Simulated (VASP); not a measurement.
# K2S: vibrations by perturbation theory with LDA

The system is K2S.

```
CELL_PARAMETERS angstrom
0.00000 3.64510 3.64510
3.64510 0.00000 3.64510
3.64510 3.64510 0.00000
ATOMIC_POSITIONS crystal
S 0.00000 0.00000 0.00000
K 0.25000 0.25000 0.25000
K 0.75000 0.75000 0.75000
```

```
Program                : VASP 6.6.1
Task                   : vibrations by perturbation theory
Functional             : LDA
Potentials or basis    : VASP PAW LDA potentials, release 64 (S, K_sv)
Cutoff                 : 500 eV
k mesh                 : 6 × 6 × 6
Occupations            : gaussian, width 0.01 eV
Spin                   : no spin polarisation
Dipole correction      : no
Further INCAR settings : ALGO = Normal; EDIFF = 1e-08; NBANDS = 19; IBRION = 8; NSW = 1
```

| Property | Result |
| --- | --- |
| Electronic dielectric tensor (diagonal) | 3.23 |
| Born charges (mean of the diagonal) | S -1.91; K +0.96 e |
| Highest phonon frequency at Γ, LO-TO splitting left out | 168 cm⁻¹ |

Phonon frequencies in cm⁻¹ (negative: imaginary):
| q point | frequencies |
| --- | --- |
| (0.000, 0.000, 0.000) | 0 0 0 127 127 127 168 168 168 |

Electronic dielectric tensor:
```
3.23 0.00 0.00
0.00 3.23 0.00
0.00 0.00 3.23
```

Born effective charge tensors (e):
atom 1, S
```
-1.91  0.00  0.00
 0.00 -1.91  0.00
 0.00  0.00 -1.91
```
atom 2, K
```
0.96 0.00 0.00
0.00 0.96 0.00
0.00 0.00 0.96
```
atom 3, K
```
0.96 0.00 0.00
0.00 0.96 0.00
0.00 0.00 0.96
```

Wall time 31 min on 1 thread of AMD EPYC 7R43 64-Core Processor (Zen 3), on a shared host, peak memory 0.42 GiB.
